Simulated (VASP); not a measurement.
Input of a VASP 6.6.1 run:

Contents of INCAR:

```
ALGO = Normal ; DIPOL = 0.5 0.5 0.500
EDIFF = 1E-7 ; ENCUT = 520
GGA = PE ; IDIPOL = 3
ISIF = 2 ; ISMEAR = -1
LASPH = T ; LCHARG = F
LDIPOL = T ; LREAL = F
LWAVE = F ; NBANDS = 36
NELM = 60 ; PREC = Accurate
SIGMA = 0.1
```

File KPOINTS:

```
k-points
0
Gamma
  13 13 1
```

POSCAR

```
Mo
1.0
    2.7373676609      0.0000000000      0.0000000000
   -0.9124558870      2.5808149808      0.0000000000
    0.0000000000      0.0000000000     22.7052000000
Mo
4
Direct
    0.2500000000      0.2500000000      0.3560123116
    0.7500000000      0.7500000000      0.4503581334
    0.2500000000      0.2500000000      0.5496418663
    0.7500000000      0.7500000000      0.6439876881
```

Potentials or basis: VASP PAW PBE potentials, release 64 (Mo_sv).

The run is started by

```sh
$ cat potpaw_PBE.64/Mo_sv/POTCAR > POTCAR
$ mpirun -np 1 vasp_std > vasp.out
```

(1) Predict the band gap on the k mesh.

(2) Predict the largest force.

Answers

(1) zero (band 28 reaches 3.33 eV, above the bottom of band 29 at 1.40 eV).

(2) 0.028 eV/Å.
